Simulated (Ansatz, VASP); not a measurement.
## One calculation of Be3F2, two programs

The input INCAR:

```
SYSTEM = Be3F2
ALGO     = Normal         ! electronic algorithm
EDIFF    = 1E-6           ! SCF threshold, eV
ENCUT    = 520            ! plane-wave cutoff, eV
GGA      = PE             ! functional
ISIF     = 2              ! what is computed and relaxed
ISMEAR   = 0              ! smearing method
LASPH    = .TRUE.         ! aspherical terms in the spheres
LCHARG   = .TRUE.         ! write CHGCAR
LELF     = .TRUE.         ! ELF
LREAL    = .FALSE.        ! projectors in reciprocal space
LVHAR    = .TRUE.       
LWAVE    = .FALSE.        ! write WAVECAR
NBANDS   = 18             ! bands
NELM     = 80             ! most SCF steps
PREC     = Accurate       ! precision mode
SIGMA    = 0.1            ! smearing width, eV
```

File KPOINTS:

```
k-points
0
G
  6 6 4
  0 0 0
```

File POSCAR:

```
Be3F2
1.0
    2.1056272900     -2.0485299400      0.0000000000
    2.1056272900      2.0485299400      0.0000000000
   -1.0696551800      0.0000000000      4.2132422900
Be F
3 2
Direct
    0.2988999900      0.2988999900      0.2614999900
    0.7011000100      0.7011000100      0.7385000100
    0.5000000000      0.5000000000      0.5000000000
    0.8087000100      0.8087000100      0.2011000000
    0.1912999900      0.1912999900      0.7989000000
```

Input for Ansatz:

```yaml
crystal:
  lattice:
    - [2.10562729, -2.04852994, 0.0]
    - [2.10562729, 2.04852994, 0.0]
    - [-1.06965518, 0.0, 4.21324229]
  atoms:
    - { symbol: Be, position: [0.29889999, 0.29889999, 0.26149999] }
    - { symbol: Be, position: [0.70110001, 0.70110001, 0.73850001] }
    - { symbol: Be, position: [0.5, 0.5, 0.5] }
    - { symbol: F, position: [0.80870001, 0.80870001, 0.2011] }
    - { symbol: F, position: [0.19129999, 0.19129999, 0.7989] }
basis:
  ecutwfc: 420
kpoints:
  mp_grid: { grid: [6, 6, 4] }
hamiltonian:
  xc: pbe
scf:
  occupations: { method: gaussian, width: 0.1 }
  lower_state_search: "off"
output:
  forces: true
  stress: true
  eigenvalues: true
```

Change from the starting cell: species swapped into the Mg2C3 type (C2/m, No. 12).

Alike in both runs: task single point; functional PBE; k mesh 6 × 6 × 4; occupations gaussian, width 0.1 eV; no spin polarisation.

```csv
,VASP,Ansatz
version,VASP 6.6.1,Ansatz 0.2.0
potentials or method,"VASP PAW PBE potentials, release 64 (Be, F), cutoff 520 eV","scalar-relativistic, plane waves, PAW"
valence electrons in the cell,20,20
```

VASP gave:

| Item | Value |
| --- | --- |
| gap on the k mesh at the Fermi level (eV) | none |
| rms of the force components (eV/Å) | 10.806 |

Q: Estimate Ansatz's values.

A: gap on the k mesh at the Fermi level (eV): none; rms of the force components (eV/Å): 10.450.

Atom by atom the forces differ by 0.366 eV/Å (rms over components). A gap of «none» marks a metal or a gap that the smearing closes. With one functional, cell and mesh, what is left measures potentials, basis and numerics.

The k mesh is coarse, so the values compare programs but aren't converged.
